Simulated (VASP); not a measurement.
Crystal: SbPbBrO2.

```
CELL_PARAMETERS angstrom
2.87862 -6.46141 0.00000
2.87862 6.46141 0.00000
0.00000 0.00000 5.56988
ATOMIC_POSITIONS crystal
Sb 0.92462 0.07538 0.75000
Sb 0.07538 0.92462 0.25000
Pb 0.61228 0.38772 0.75000
Pb 0.38772 0.61228 0.25000
Br 0.25511 0.74489 0.75000
Br 0.74489 0.25511 0.25000
O 0.22498 0.22498 0.50000
O 0.77502 0.77502 0.50000
O 0.77502 0.77502 0.00000
O 0.22498 0.22498 0.00000
```

| Item | Value |
| --- | --- |
| Program | VASP 6.6.1 |
| Task | relaxation of cell and atoms |
| Functional | r2SCAN |
| Potentials or basis | VASP PAW PBE potentials, release 64 (Sb, Pb_d, Br, O) |
| Cutoff | 660 eV |
| k mesh | 4 × 4 × 4 |
| Occupations | gaussian, width 0.02 eV |
| Spin | no spin polarisation |

At the start: pressure -2.8 GPa; volume 20.72 Å³/atom.

Q: How do energy, volume and symmetry change on relaxing?

A: Over 6 steps the energy falls by 6.3 meV/atom and the volume is 20.10 Å³/atom (-3.0 %); space group Cmcm (No. 63, to 0.1 Å) before and after.

Step by step:
```
step  energy change (eV)  largest force (eV/Å)  pressure (GPa)  volume (Å³)
   1              0.0000                0.5527           -2.77       207.20
   2              0.0134                1.0624            3.14       196.63
   3             -0.0602                0.1765           -0.14       202.05
   4             -0.0602                0.1920           -0.08       201.95
   5             -0.0629                0.0790            0.00       201.34
   6             -0.0632                0.0152            0.05       201.00
```

Final structure:
```xyz
10
Lattice="2.8459 -6.4272 0.0000 2.8459 6.4272 0.0000 0.0000 0.0000 5.4943" Properties=species:S:1:pos:R:3 pbc="T T T"
Sb    2.8459   -5.4594    4.1208
Sb    2.8459    5.4594    1.3736
Pb    2.8459   -1.4389    4.1208
Pb    2.8459    1.4389    1.3736
Br    2.8459    3.1457    4.1208
Br    2.8459   -3.1457    1.3736
O     1.2751    0.0000    2.7472
O     4.4167    0.0000    2.7472
O     4.4167    0.0000    0.0000
O     1.2751    0.0000    0.0000
```

Caveat: the PAW data sets were made with another functional, which shifts forces and pressure a little.
